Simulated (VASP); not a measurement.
# BN (P6_3mc) in VASP: further runs, part 3 of 3

VASP 6.6.1. Earlier steps stand in the parts before.

## (6) Single point, PBE (strain +0.015 along x and y, +0.015 along z)

INCAR reads:

```
SYSTEM = BN
PREC = Accurate ; ENCUT = 520
EDIFF = 1E-7 ; ISMEAR = 0
SIGMA = 0.05 ; LREAL = .False.
LASPH = .True. ; NELM = 60
ALGO = Normal ; ISIF = 2
LWAVE = .False. ; LCHARG = .False.
GGA = PE ; NBANDS = 16
```

KPOINTS reads:

```
Automatic mesh
0
Gamma
  12 12 6
  0 0 0
```

POSCAR reads:

```
BN
1.0
    2.5928987974      0.0000000000      0.0000000000
   -1.2964493987      2.2455162280      0.0000000000
    0.0000000000      0.0000000000      4.2878822532
B N
2 2
Direct
    0.6666666667      0.3333333333      0.9998058547
    0.3333333333      0.6666666667      0.4998058547
    0.6666666667      0.3333333333      0.6251941453
    0.3333333333      0.6666666667      0.1251941453
```

Potentials or basis: VASP PAW PBE potentials, release 64 (B, N).

Command:

```console
> cat potpaw_PBE.64/B/POTCAR potpaw_PBE.64/N/POTCAR > POTCAR
> mpirun -np 1 vasp_std > vasp.out
```

OUTCAR:

```text
SYSTEM = BN
   PREC = Accurate
   ENCUT = 520
   EDIFF = 1E-7
   ISMEAR = 0
   LREAL = .False.
   LASPH = .True.
   NELM = 60
   ISIF = 2
   GGA = PE

 ion  position               nearest neighbor table
   1  0.667  0.333  1.000-   4 1.59   4 1.59   4 1.59   3 1.61
   2  0.333  0.667  0.500-   3 1.59   3 1.59   3 1.59   4 1.61
   3  0.667  0.333  0.625-   2 1.59   2 1.59   2 1.59   1 1.61
   4  0.333  0.667  0.125-   1 1.59   1 1.59   1 1.59   2 1.61

  LATTYP: Found a hexagonal cell.
 ALAT       =     2.5928987974
 C/A-ratio  =     1.6537021258

  Lattice vectors:

 A1 = (   2.5928987974,   0.0000000000,   0.0000000000)
 A2 = (  -1.2964493987,   2.2455162280,   0.0000000000)
 A3 = (   0.0000000000,   0.0000000000,   4.2878822532)

Analysis of symmetry for initial positions (statically):
=====================================================================
 Subroutine PRICEL returns:
 Original cell was already a primitive cell.

 Routine SETGRP: Setting up the symmetry group for a
 hexagonal supercell.

 Subroutine GETGRP returns: Found 12 space group operations
[... 167 lines left out ...]
  ---------------------------------------------------
  free energy    TOTEN  =       -34.78169246 eV

  energy without entropy =      -34.78169246  energy(sigma->0) =      -34.78169246

 E-fermi :   7.1175     XC(G=0): -12.5427

 val. band max:        6.8837632181   @ k =   0.0000   0.0000   0.0000
 cond. band min:      12.1553479461   @ k =   0.3333   0.3333   0.0000
 fundamental gap:      5.2715847280
 Fermi energy:         7.1174845932

 k-point     1 :       0.0000    0.0000    0.0000
  band No.  band energies     occupation
      1     -12.8973      2.00000
      2      -8.9957      2.00000
      3      -3.5209      2.00000
      4       4.8741      2.00000
      5       4.8741      2.00000
      6       6.6367      2.00000
[... 433 lines left out ...]
      3      -1.5454      2.00000
      4      -0.1445      2.00000
      5       1.1243      2.00000
      6       2.8245      2.00000
[... 8 lines left out ...]
     15      22.2197      0.00000
     16      22.3777      0.00000

 [... further k-points ...]
[... 5 lines left out ...]
  --------------------------------------------------------------------------------------
  -------------------------------------------------------------------------------------
  Total       -2.3570853     -2.3570853     -2.3879697      0.0000000     -0.0000000     -0.0000000
  in kB     -151.2659808   -151.2659808   -153.2479889      0.0000000     -0.0000000     -0.0000000
  external PRESSURE =    -151.9266502 kB  Pullay stress =       0.0000000 kB

 VOLUME and BASIS-vectors are now :
 -----------------------------------------------------------------------------
  energy-cutoff  :      520.00
  volume of cell :       24.97
      direct lattice vectors                 reciprocal lattice vectors
     2.592898797  0.000000000  0.000000000     0.385668735  0.222665948  0.000000000
    -1.296449399  2.245516228  0.000000000     0.000000000  0.445331896  0.000000000
     0.000000000  0.000000000  4.287882253     0.000000000  0.000000000  0.233215359

 POSITION                                       TOTAL-FORCE (eV/Angst)
 -----------------------------------------------------------------------------------
      1.29645      0.74851      4.28705         0.000000      0.000000      0.031132
     -0.00000      1.49701      2.14311        -0.000000     -0.000000      0.031132
      1.29645      0.74851      2.68076        -0.000000      0.000000     -0.031132
     -0.00000      1.49701      0.53682         0.000000      0.000000     -0.031132
 -----------------------------------------------------------------------------------
    total drift:                               -0.000000     -0.000000     -0.000099

  FREE ENERGIE OF THE ION-ELECTRON SYSTEM (eV)
  ---------------------------------------------------
  free  energy   TOTEN  =       -34.7816924636 eV

  energy  without entropy=      -34.7816924636  energy(sigma->0) =      -34.78169246
```

OSZICAR:

```text
N       E                     dE             d eps       ncg     rms          rms(c)
DAV:   1     0.356403112964E+02    0.35640E+02   -0.82107E+03  2448   0.963E+02
DAV:   2    -0.343344335133E+02   -0.69975E+02   -0.65267E+02  3472   0.223E+02
DAV:   3    -0.365573538556E+02   -0.22229E+01   -0.22166E+01  2824   0.363E+01
DAV:   4    -0.365629536280E+02   -0.55998E-02   -0.55994E-02  2848   0.208E+00
DAV:   5    -0.365629695468E+02   -0.15919E-04   -0.15919E-04  2728   0.103E-01    0.907E+00
DAV:   6    -0.349105351405E+02    0.16524E+01   -0.21882E+00  3048   0.135E+01    0.425E+00
DAV:   7    -0.348066914004E+02    0.10384E+00   -0.28248E-01  2976   0.429E+00    0.265E+00
DAV:   8    -0.347827040426E+02    0.23987E-01   -0.51298E-02  2872   0.180E+00    0.255E-01
DAV:   9    -0.347813949709E+02    0.13091E-02   -0.18441E-03  2784   0.512E-01    0.122E-01
DAV:  10    -0.347816831686E+02   -0.28820E-03   -0.53294E-04  2832   0.177E-01    0.255E-02
DAV:  11    -0.347816912378E+02   -0.80693E-05   -0.31515E-05  3040   0.549E-02    0.144E-02
DAV:  12    -0.347816923269E+02   -0.10891E-05   -0.58655E-06  2904   0.238E-02    0.197E-03
DAV:  13    -0.347816924309E+02   -0.10401E-06   -0.17218E-07  2272   0.404E-03    0.101E-03
DAV:  14    -0.347816924636E+02   -0.32686E-07   -0.16497E-08  1232   0.124E-03
   1 F= -.34781692E+02 E0= -.34781692E+02  d E =-.211563E-13
```

Run time: 22 s. Hardware: 1 thread of Intel Xeon 6975P-C, shared host; peak memory 0.15 GiB.

What came out:

| Property | Result |
| --- | --- |
| Free energy | -34.7817 eV |
| Pressure | -15.2 GPa |
| Largest force | 0.031 eV/Å |
| Band gap on the k mesh | 5.27 eV, indirect (least direct gap 8.01 eV) |

Forces in eV/Å, atoms in the order of the input:
```
B    0.000  0.000  0.031
B    0.000  0.000  0.031
N    0.000  0.000 -0.031
N    0.000  0.000 -0.031
```

Stress tensor (GPa, compression positive):
```
-15.13   0.00   0.00
  0.00 -15.13   0.00
  0.00   0.00 -15.32
```

Caveat: the cell differs from its parent crystal (strain +0.015 along x and y, +0.015 along z). A k mesh can miss the band edges.

## (7) Overview

| cell | gap on the mesh (eV) | pressure (GPa) | largest force (eV/Å) |
| --- | --- | --- | --- |
| a = 2.593, b = 2.593, c = 4.225 Å, angles 90.0, 90.0, 120.0°, 4 atoms | 5.30 | -10.2 | 0.02 |
| a = 2.631, b = 2.631, c = 4.225 Å, angles 90.0, 90.0, 120.0°, 4 atoms | 5.38 | -19.2 | 0.01 |
| a = 2.593, b = 2.593, c = 4.351 Å, angles 90.0, 90.0, 120.0°, 4 atoms | 5.24 | -19.6 | 0.08 |
| a = 2.631, b = 2.631, c = 4.161 Å, angles 90.0, 90.0, 120.0°, 4 atoms | 5.40 | -13.9 | 0.06 |
| a = 2.593, b = 2.593, c = 4.288 Å, angles 90.0, 90.0, 120.0°, 4 atoms | 5.27 | -15.2 | 0.03 |

Alike in all rows: task single point; level PBE; potentials or basis VASP PAW PBE potentials, release 64 (B, N); no spin polarisation; k mesh 12 × 12 × 6; cutoff (eV) 520; smearing gaussian 0.05 eV.

Total energies depend on the potentials used, so only differences within one code and one set of settings carry meaning.
